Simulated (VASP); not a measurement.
ZrN (pbe), 2 atoms in the cell. It takes space group Fm-3m (No. 225, cubic). The conventional cell has a = 4.589 Å, b = 4.589 Å, c = 4.589 Å, α = 90.00°, β = 90.00°, γ = 90.00°. Zr (site symmetry m-3m) has 6 N at 2.29 Å within 3.0 Å. N (site symmetry m-3m) has 6 Zr at 2.29 Å within 3.0 Å. 

```yaml
Program: VASP 6.6.1
Task: relaxation of cell and atoms
Functional: PBE
Potentials_or_basis: VASP PAW PBE potentials, release 64 (Zr_sv, N)
Cutoff: 600 eV
k_mesh: 16 × 16 × 16
Occupations: gaussian, width 0.1 eV
Spin: no spin polarisation
Dipole_correction: no
Further_INCAR_settings: ALGO = Normal; EDIFF = 1e-07; IBRION = 2; EDIFFG = -0.002; NSW = 100; ISIF = 3
```

Potentials or basis: VASP PAW PBE potentials, release 64 (Zr_sv, N).

Run with:

```bash
$ cat potpaw_PBE.64/Zr_sv/POTCAR potpaw_PBE.64/N/POTCAR > POTCAR
$ mpirun -np 1 vasp_std > vasp.out
```

Hardware: 1 thread of Intel(R) Xeon(R) Platinum 8559C (Emerald Rapids), with other jobs on the host.

How long does it take, and how much memory?

It took 66 s on 1 thread of Intel(R) Xeon(R) Platinum 8559C (Emerald Rapids), with other jobs on the host, peak memory 0.2 GiB. Counts: scf iterations 30, k points 145, ion steps 3.
